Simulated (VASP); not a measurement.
Write the native input for VASP 6.6.1 that does the following.

| Item | Value |
| --- | --- |
| Task | single point |
| Functional | PBE |
| Potentials or basis | VASP PAW PBE potentials, release 64 (Ge_d) |
| Cutoff | 520 eV |
| k mesh | 6 × 6 × 6 |
| Occupations | gaussian, width 0.05 eV |
| Spin | no spin polarisation |
| Dipole correction | no |
| Further INCAR settings | ALGO = Normal; EDIFF = 1e-07; NBANDS = 21 |

The structure of Ge lies in POSCAR:

```
Ge
1.0
    0.0000000000      2.8836577741      2.8836577741
    2.8836577741      0.0000000000      2.8836577741
    2.8836577741      2.8836577741      0.0000000000
Ge
2
Direct
    0.5000000000      0.5000000000      0.5000000000
    0.7500000000      0.7500000000      0.7500000000
```

These files were run (other wordings do the same):

INCAR

```
  PREC = Accurate
  ENCUT = 520
  EDIFF = 1E-7
  ISMEAR = 0
  SIGMA = 0.05
  LREAL = F
  LASPH = T
  NELM = 60
  ALGO = Normal
  ISIF = 2
  LWAVE = F
  LCHARG = F
  GGA = PE
  NBANDS = 21
```

KPOINTS

```
Automatic mesh
0
Gamma
  6 6 6
```

Potentials or basis: VASP PAW PBE potentials, release 64 (Ge_d).

Run with:

```bash
$ cat potpaw_PBE.64/Ge_d/POTCAR > POTCAR
$ mpirun -np 1 vasp_std > vasp.out
```

It gave:

| Item | Value |
| --- | --- |
| Pressure | -0.1 GPa |
| Band gap on the k mesh | zero (filled and empty bands touch) |

Caveat: semilocal functionals underestimate gaps, so a narrow gap can read as zero.

Run time: 25 s on 1 thread of Intel Xeon 8259CL, on a shared host, peak memory 0.16 GiB.
